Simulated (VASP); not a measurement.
# KZnF3 (Pm-3m) in VASP: notebook

The runs below take KZnF3 through relaxation of cell and atoms, with PBE.

Program: VASP 6.6.1. These are calculated values, not measurements. Logs are shortened: lines on timing, memory, paths and dates and some standing lists are left out, and cuts for length are marked.

## (1) The cell of the first run

The structure is cubic, space group Pm-3m (No. 221). The conventional cell has a = 4.050 Å, b = 4.050 Å, c = 4.050 Å, α = 90.00°, β = 90.00°, γ = 90.00°. K (site symmetry m-3m) has 12 F at 2.86 Å and 8 Zn at 3.51 Å within 3.8 Å. Within 2.7 Å of Zn (site symmetry m-3m) lie 6 F at 2.02 Å. Within 2.7 Å of F (site symmetry 4/mmm) lie 2 Zn at 2.02 Å.

## (2) Relaxation of cell and atoms, PBE, target pressure 30 GPa, at which the enthalpy is minimised

INCAR

```
SYSTEM = KZnF3
  PREC = Accurate
  ENCUT = 600
  EDIFF = 1E-6
  ISMEAR = 0
  SIGMA = 0.01
  LREAL = .False.
  LASPH = .True.
  NELM = 60
  ALGO = Normal
  ISIF = 3
  LWAVE = .False.
  LCHARG = .False.
  GGA = PE
  IBRION = 2
  NSW = 50
  EDIFFG = -0.03
  PSTRESS = 300.0
```

KPOINTS

```
regular mesh
0
Gamma
  4 4 4
  0 0 0
```

POSCAR

```
KZnF3
1.0
    4.0500000000      0.0000000000      0.0000000000
    0.0000000000      4.0500000000      0.0000000000
    0.0000000000      0.0000000000      4.0500000000
K Zn F
1 1 3
Direct
    0.0000000000      0.0000000000      0.0000000000
    0.5000000000      0.5000000000      0.5000000000
    0.5000000000      0.5000000000      0.0000000000
    0.0000000000      0.5000000000      0.5000000000
    0.5000000000      0.0000000000      0.5000000000
```

Potentials or basis: VASP PAW PBE potentials, release 64 (K_sv, Zn, F).

Run with:

```sh
$ cat potpaw_PBE.64/K_sv/POTCAR potpaw_PBE.64/Zn/POTCAR potpaw_PBE.64/F/POTCAR > POTCAR
$ mpirun -np 1 vasp_std > vasp.out
```

OUTCAR:

```text
SYSTEM = KZnF3
   PREC = Accurate
   ENCUT = 600
   EDIFF = 1E-6
   ISMEAR = 0
   LREAL = .False.
   LASPH = .True.
   NELM = 60
   ISIF = 3
   GGA = PE
   IBRION = 2
   NSW = 50
   EDIFFG = -0.03
   PSTRESS = 300.0

 ion  position               nearest neighbor table
   1  0.000  0.000  0.000-
   2  0.500  0.500  0.500-   3 2.02   4 2.02   5 2.02   3 2.02   5 2.02   4 2.02
   3  0.500  0.500  0.000-   2 2.02   2 2.02
   4  0.000  0.500  0.500-   2 2.02   2 2.02
   5  0.500  0.000  0.500-   2 2.02   2 2.02

  LATTYP: Found a simple cubic cell.
 ALAT       =     4.0500000000

  Lattice vectors:

 A1 = (   4.0500000000,   0.0000000000,   0.0000000000)
 A2 = (   0.0000000000,   4.0500000000,   0.0000000000)
 A3 = (   0.0000000000,   0.0000000000,   4.0500000000)

Analysis of symmetry for initial positions (statically):
=====================================================================
 Subroutine PRICEL returns:
 Original cell was already a primitive cell.

 Routine SETGRP: Setting up the symmetry group for a
 simple cubic supercell.

 Subroutine GETGRP returns: Found 48 space group operations
 (whereof 48 operations were pure point group operations)
 out of a pool of 48 trial point group operations.

The static configuration has the point symmetry O_h .

Analysis of symmetry for dynamics (positions and initial velocities):
=====================================================================
 Subroutine PRICEL returns:
 Original cell was already a primitive cell.

 Routine SETGRP: Setting up the symmetry group for a
 simple cubic supercell.

 Subroutine GETGRP returns: Found 48 space group operations
 (whereof 48 operations were pure point group operations)
 out of a pool of 48 trial point group operations.

The dynamic configuration has the point symmetry O_h .

 Subroutine INISYM returns: Found 48 space group operations
 (whereof 48 operations are pure point group operations),
 and found     1 'primitive' translations

----------------------------------------------------------------------------------------

                                     Primitive cell

  volume of cell :      66.4301

  direct lattice vectors                    reciprocal lattice vectors
     4.050000000  0.000000000  0.000000000     0.246913580  0.000000000  0.000000000
     0.000000000  4.050000000  0.000000000     0.000000000  0.246913580  0.000000000
     0.000000000  0.000000000  4.050000000     0.000000000  0.000000000  0.246913580

  length of vectors
     4.050000000  4.050000000  4.050000000     0.246913580  0.246913580  0.246913580

  position of ions in fractional coordinates (direct lattice)
     0.000000000  0.000000000  0.000000000
     0.500000000  0.500000000  0.500000000
     0.500000000  0.500000000  0.000000000
     0.000000000  0.500000000  0.500000000
     0.500000000  0.000000000  0.500000000

  ion indices of the primitive-cell ions
   primitive index   ion index
                 1           1
                 2           2
                 3           3
                 4           4
                 5           5

----------------------------------------------------------------------------------------

 KPOINTS: regular mesh

Automatic generation of k-mesh.
 Grid dimensions read from file:
 generate k-points for:    4    4    4

 Generating k-lattice:

  Cartesian coordinates                     Fractional coordinates (reciprocal lattice)
     0.061728395  0.000000000  0.000000000     0.250000000  0.000000000  0.000000000
     0.000000000  0.061728395  0.000000000     0.000000000  0.250000000  0.000000000
     0.000000000  0.000000000  0.061728395     0.000000000  0.000000000  0.250000000

  Length of vectors
     0.061728395  0.061728395  0.061728395

  Shift w.r.t. Gamma in fractional coordinates (k-lattice)
     0.000000000  0.000000000  0.000000000

 Subroutine IBZKPT returns following result:
 ===========================================

 Found     10 irreducible k-points:

 Following reciprocal coordinates:
            Coordinates               Weight
  0.000000  0.000000  0.000000      1.000000
  0.250000  0.000000  0.000000      6.000000
  0.500000  0.000000  0.000000      3.000000
  0.250000  0.250000  0.000000     12.000000
  0.500000  0.250000  0.000000     12.000000
  0.500000  0.500000  0.000000      3.000000
  0.250000  0.250000  0.250000      8.000000
  0.500000  0.250000  0.250000     12.000000
  0.500000  0.500000  0.250000      6.000000
  0.500000  0.500000  0.500000      1.000000
   k-points           NKPTS =     10   k-points in BZ     NKDIM =     10   number of bands    NBANDS=     25
   number of dos      NEDOS =    301   number of ions     NIONS =      5
   total plane-waves  NPLWV =  32768
   dimension x,y,z NGX =    32 NGY =   32 NGZ =   32
   dimension x,y,z NGXF=    64 NGYF=   64 NGZF=   64
   ions per type =               1   1   3
   NGX,Y,Z   is equivalent  to a cutoff of  13.14, 13.14, 13.14 a.u.
   NGXF,Y,Z  is equivalent  to a cutoff of  26.27, 26.27, 26.27 a.u.
 SYSTEM =  KZnF3
   PREC   = accura    normal or accurate (medium, high low for compatibility)
   ISTART =      0    job   : 0-new  1-cont  2-samecut
   ICHARG =      2    charge: 1-file 2-atom 10-const
   ISPIN  =      1    spin polarized calculation?
   LNONCOLLINEAR =      F non collinear calculations
   LSORBIT =      F    spin-orbit coupling
   LASPH  =      T    aspherical Exc in radial PAW
   ENCUT  =  600.0 eV  44.10 Ry    6.64 a.u.   8.09  8.09  8.09*2*pi/ulx,y,z
   NELM   =     60;   NELMIN=  2; NELMDL= -5     # of ELM steps
   EDIFF  = 0.1E-05   stopping-criterion for ELM
   LREAL  =      F    real-space projection
   EDIFFG = -.3E-01   stopping-criterion for IOM
   NSW    =     50    number of steps for IOM
   IBRION =      2    ionic relax: 0-MD 1-quasi-New 2-CG
   NFREE  =      1    steps in history (QN), initial steepest desc. (CG)
   ISIF   =      3    stress and relaxation
   ISYM   =      2    0-nonsym 1-usesym 2-fastsym
   POTIM  = 0.5000    time-step for ionic-motion
   TEBEG  =    0.0;   TEEND  =   0.0 temperature during run
   PSTRESS=  300.0 pullay stress
   NELECT =      42.0000    total number of electrons
   NUPDOWN=      -1.0000    fix difference up-down
   EMIN   =  10.00;   EMAX   =-10.00  energy-range for DOS
   EFERMI =   0.00;   METHOD = LEGACY
   ISMEAR =     0;   SIGMA  =   0.01  broadening in eV -4-tet -1-fermi 0-gaus
   EFERMI_NEDOS =   21; number of points for ismear=-14 and -15
   IALGO  =     38    algorithm
   IMIX   =      4    mixing-type and parameters
     AMIX     =   0.40;   BMIX     =  1.00
     AMIX_MAG =   1.60;   BMIX_MAG =  1.00
  volume/ion in A,a.u.               =      13.29        89.66
  Fermi-wavevector in a.u.,A,eV,Ry     =   1.405086  2.655228 26.861528  1.974267
  Thomas-Fermi vector in A             =   2.527583
   LORBIT       =      0    0 simple, 1 ext, 2 COOP (PROOUT), +10 PAW based schemes
   GGA     = PE    functional components
   LHFCALC =     F    Hartree Fock is set to
   AEXX    =    0.0000 exact exchange contribution
   IVDW    =     0    specifies the selected vdW correction
   LEPSILON=     F    determine dielectric tensor
   LRPA    =     F    only Hartree local field effects (RPA)
 conjugate gradient relaxation of ions
 non-spin polarized calculation
 Gauss-broadening in eV      SIGMA  =   0.01
  energy-cutoff  :      600.00
  volume of cell :       66.43
 maximum number of plane-waves:      2272
   NGX = 17   NGY = 17   NGZ = 17

--------------------------------------- Ionic step        1  -------------------------------------------

 number of electron      42.0000058 magnetization

 Free energy of the ion-electron system (eV)
  ---------------------------------------------------
  ext. energy  EPLUGINS =         0.00000000
  ---------------------------------------------------
  free energy    TOTEN  =       -20.27122424 eV

  energy without entropy =      -20.27122424  energy(sigma->0) =      -20.27122424

 E-fermi :  -0.6136     XC(G=0):  -9.8789

 val. band max:       -0.7561542201   @ k =   0.5000   0.5000   0.5000
 cond. band min:       3.0362029660   @ k =   0.0000   0.0000   0.0000
 fundamental gap:      3.7923571861
 Fermi energy:        -0.6136128193

 k-point     1 :       0.0000    0.0000    0.0000
  band No.  band energies     occupation
      1     -27.8543      2.00000
      2     -22.3697      2.00000
      3     -21.7428      2.00000
      4     -21.7428      2.00000
      5     -11.3408      2.00000
      6     -11.3408      2.00000
[... 17 lines left out ...]
     24       7.9394      0.00000
     25       8.6500      0.00000
[... 364 lines left out ...]
  FREE ENERGIE OF THE ION-ELECTRON SYSTEM (eV)
  ---------------------------------------------------
  free  energy   TOTEN  =       -19.2483291330 eV

  energy  without entropy=      -19.2483291330  energy(sigma->0) =      -19.24832913

  enthalpy is  TOTEN    =        -8.8338592146 eV   P V=       10.4144699184

--------------------------------------- Ionic step        4  -------------------------------------------

 number of electron      41.9999998 magnetization

 Free energy of the ion-electron system (eV)
  ---------------------------------------------------
  ext. energy  EPLUGINS =         0.00000000
  ---------------------------------------------------
  free energy    TOTEN  =       -19.21083871 eV

  energy without entropy =      -19.21083871  energy(sigma->0) =      -19.21083871

 E-fermi :   1.4450     XC(G=0): -10.8538

 val. band max:        1.3618090050   @ k =   0.5000   0.5000   0.5000
 cond. band min:       5.6593733381   @ k =   0.0000   0.0000   0.0000
 fundamental gap:      4.2975643330
 Fermi energy:         1.4449769850

 k-point     1 :       0.0000    0.0000    0.0000
  band No.  band energies     occupation
      1     -26.5803      2.00000
      2     -21.9773      2.00000
      3     -21.0903      2.00000
      4     -21.0903      2.00000
      5     -10.0949      2.00000
      6     -10.0949      2.00000
[... 17 lines left out ...]
     24       9.1053      0.00000
     25      11.2230      0.00000
[... 272 lines left out ...]
 POSITION                                       TOTAL-FORCE (eV/Angst)
 -----------------------------------------------------------------------------------
      0.00000      0.00000      0.00000        -0.000000      0.000000      0.000000
      1.90626      1.90626      1.90626         0.000000     -0.000000      0.000000
      1.90626      1.90626     -0.00000        -0.000000      0.000000      0.000000
      0.00000      1.90626      1.90626         0.000000     -0.000000      0.000000
      1.90626      0.00000      1.90626        -0.000000     -0.000000      0.000000
 -----------------------------------------------------------------------------------
    total drift:                                0.000000     -0.000000     -0.000000

  FREE ENERGIE OF THE ION-ELECTRON SYSTEM (eV)
  ---------------------------------------------------
  free  energy   TOTEN  =       -19.2108387098 eV

  energy  without entropy=      -19.2108387098  energy(sigma->0) =      -19.21083871

  enthalpy is  TOTEN    =        -8.8344354368 eV   P V=       10.3764032730

 reached required accuracy - stopping structural energy minimisation
```

Wall time 30 s (1 thread of AMD EPYC 9R45 (Zen 5), shared host); peak memory 0.17 GiB.

What came out:

```yaml
Free_energy: -19.2108 eV
Relaxed_volume: 11.08 Å³/atom
Relaxed_cell: a = 3.813 Å, b = 3.813 Å, c = 3.813 Å, α = 90.00°, β = 90.00°, γ = 90.00°
Space_group_after_relaxing_to_0.1_Å: Pm-3m (No. 221)
Energy_change_on_relaxing_the_run_minimises_the_enthalpy: +212.1 meV/atom
Ionic_steps: 4
Pressure_after_relaxing: 30.0 GPa
Band_gap_on_the_k_mesh: 4.30 eV (least direct gap 7.33 eV)
```

The path:
```csv
step,energy change (eV),largest force (eV/Å),pressure (GPa),volume (Å³)
1,0.0000,0.0000,4.57,66.43
2,3.1509,0.0000,66.13,48.15
3,1.0229,0.0000,29.26,55.62
4,1.0604,0.0000,29.96,55.42
```

Final structure:
```
K Zn F
1.0
     3.81252    0.00000    0.00000
     0.00000    3.81252    0.00000
     0.00000    0.00000    3.81252
K Zn F
1 1 3
Cartesian
  0.0000 0.0000 0.0000
  1.9063 1.9063 1.9063
  1.9063 1.9063 0.0000
  0.0000 1.9063 1.9063
  1.9063 0.0000 1.9063
```

Caveat: the cell is relaxed towards a set pressure, so the run minimises the enthalpy, not the energy; the volume moved by over 15 % at a fixed basis, so the end points are rough.

(Part 1 of 2 ends here.)
